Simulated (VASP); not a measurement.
Input of a VASP 6.6.1 run:

Contents of INCAR:

```
SYSTEM = TbPIr2
  PREC = Accurate
  ENCUT = 500
  EDIFF = 1E-6
  ISMEAR = 0
  SIGMA = 0.1
  LREAL = .FALSE.
  LASPH = .TRUE.
  NELM = 200
  ALGO = Normal
  ISIF = 2
  LWAVE = .FALSE.
  LCHARG = .FALSE.
  GGA = PE
  NBANDS = 24
  GGA_COMPAT = .FALSE.
  LMAXMIX = 6
```

The input KPOINTS:

```
regular mesh
0
G
  6 6 4
  0 0 0
```

File POSCAR:

```
TbPIr2
1.0
    4.3789730946      0.0000000000      0.0000000000
   -2.1894865473      3.7923019424      0.0000000000
    0.0000000000      0.0000000000      5.0884301614
Tb P Ir
1 1 2
Direct
    0.0000000000      0.0000000000      0.5000000000
    0.0000000000      0.0000000000      0.0000000000
    0.3333333333      0.6666666667      0.0000000000
    0.6666666667      0.3333333333      0.0000000000
```

Potentials or basis: VASP PAW PBE potentials, release 64 (Tb_3, P, Ir), 4f in core.

The run is started by

```console
$ cat potpaw_PBE.64/Tb_3/POTCAR potpaw_PBE.64/P/POTCAR potpaw_PBE.64/Ir/POTCAR > POTCAR
$ mpirun -np 1 vasp_std > vasp.out
```

Problem. Predict the band gap on the k mesh.

Solution. Zero (bands 16 and 17 overlap by 1.17 eV).

Problem. Predict the pressure.

Solution. 0.4 GPa.

Stress tensor (GPa, compression positive):
```
0.38 0.00 0.00
0.00 0.38 0.00
0.00 0.00 0.59
```

Caveat: spin-orbit coupling is left out, which moves the levels of the heavy elements; the 4f electrons are frozen in the core, so they carry no moment and show no levels. Spin polarisation is off, so any magnetic state and its effect on volume and gap are missing.
